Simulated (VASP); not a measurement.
A run of VASP 6.6.1 is set up as follows.

INCAR

```
  PREC = Accurate
  ENCUT = 520
  EDIFF = 1E-6
  ISMEAR = -1
  SIGMA = 0.1
  LREAL = F
  LASPH = T
  NELM = 60
  ALGO = Normal
  ISIF = 2
  LWAVE = F
  LCHARG = T
  GGA = B5
  ALDAX = 1.0
  AGGAX = 1.0
  AGGAC = 1.0
  ALDAC = 0.0
  LELF = T
  LVHAR = T
  NBANDS = 13
```

KPOINTS

```
Automatic mesh
0
Gamma
  14 14 14
```

The input POSCAR:

```
Ge
1.0
   -1.7984842188      1.7984842188      1.7984842188
    1.7984842188     -1.7984842188      1.7984842188
    1.7984842188      1.7984842188     -1.7984842188
Ge
1
Direct
    0.0000000000      0.0000000000      0.0000000000
```

Potentials or basis: VASP PAW PBE potentials, release 64 (Ge_d).

Launch:

```sh
$ cat potpaw_PBE.64/Ge_d/POTCAR > POTCAR
$ mpirun -np 1 vasp_std > vasp.out
```

Question: Predict the band gap on the k mesh.

Answer: Zero (band 7 reaches 12.08 eV, above the bottom of band 8 at 3.02 eV).

Question: What does it give for the pressure?

Answer: -3.3 GPa.

Caveat: the PAW data sets were made with another functional, which shifts forces and pressure a little.
